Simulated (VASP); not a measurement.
A run of VASP 6.6.1 is set up as follows.

Contents of INCAR:

```
PREC = Accurate
ENCUT = 520
EDIFF = 1E-6
ISMEAR = 0
SIGMA = 0.05
LREAL = False
LASPH = True
NELM = 80
ALGO = Normal
ISIF = 2
LWAVE = False
LCHARG = False
GGA = PE
ISYM = 0
NBANDS = 36
```

File KPOINTS:

```
regular mesh
0
Gamma
  10 10 2
```

The input POSCAR:

```
C
1.0
    1.7857375322     -1.7857375322      0.0000000000
    1.7857375322      0.0000000000     -1.7857375322
    9.5239335051      5.9524584407      5.9524584407
C
12
Direct
    0.4860888889      0.4860888889      0.2708666667
   -0.0694666667     -0.0694666667      0.1042000000
    0.0416444444      0.0416444444      0.4375333333
    0.1527555556      0.1527555556      0.7708666667
    0.5972000000      0.5972000000      0.6042000000
   -0.2916888889     -0.2916888889      0.9375333333
    0.4027555556      0.4027555556      0.3958666667
    0.8472000000      0.8472000000      0.2292000000
   -0.0416888889     -0.0416888889      0.5625333333
    0.0694222222      0.0694222222      0.8958666667
   -0.4861333333     -0.4861333333      0.7292000000
    0.2916444444      0.2916444444      0.0625333333
```

Potentials or basis: VASP PAW PBE potentials, release 64 (C).

Run with:

```console
$ cat potpaw_PBE.64/C/POTCAR > POTCAR
$ mpirun -np 1 vasp_std > vasp.out
```

Question: What does it give for the band gap on the k mesh?

Answer: Zero (band 24 reaches 10.25 eV, above the bottom of band 25 at 9.65 eV).

Question: Predict the largest force.

Answer: 3.452 eV/Å.

Question: Estimate the pressure.

Answer: 1.4 GPa.

Forces on the atoms (eV/Å):
```
C   -0.063 -0.060 -0.060
C    0.059  0.061  0.061
C   -0.066 -0.062 -0.062
C   -0.211 -0.208 -0.208
C   -0.078 -0.074 -0.074
C   -1.992 -1.994 -1.994
C    0.078  0.074  0.074
C    0.211  0.208  0.208
C    0.066  0.062  0.062
C   -0.059 -0.061 -0.061
C    0.063  0.060  0.060
C    1.992  1.994  1.994
```

Caveat: forces of over 1 eV/Å act on the atoms, so gaps and moduli don't describe the material at rest.
